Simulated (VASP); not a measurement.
Mg: single point with LDA

The system is Mg.

```
Mg
1.0
     0.00000    1.87250    1.87250
     1.87250    0.00000    1.87250
     1.87250    1.87250    0.00000
Mg
1
Direct
  0.00000 0.00000 0.00000
```

This cell differs from its parent crystal: volume scaled by 0.603, to set the pressure.

- Program: VASP 6.6.1
- Task: single point
- Functional: LDA
- Potentials or basis: VASP PAW LDA potentials, release 64 (Mg)
- Cutoff: 600 eV
- k mesh: 18 × 18 × 18
- Occupations: fermi-dirac, width 0.08 eV
- Spin: no spin polarisation

* Pressure: 52.9 GPa
* Band gap on the k mesh: zero (band 1 reaches 7.58 eV, above the bottom of band 2 at 4.84 eV)

Levels at points of the mesh, in eV from the Fermi level:
```
           k point  band 1  band 2  band 3  band 4  band 5
(0.00, 0.00, 0.00)   -9.65   16.13   16.13   16.13   19.57
(0.50, 0.00, 0.00)   -2.63   -1.32   14.53   14.53   17.96
(0.50, 0.50, 0.00)   -0.23    0.84    7.04   10.53   10.53
```

Wall time 12 s on 1 thread of AMD EPYC 9R45 96-Core Processor (Zen 5), on a shared host, peak memory 0.11 GiB.

Caveat: the cell differs from its parent crystal (volume scaled by 0.603, to set the pressure).
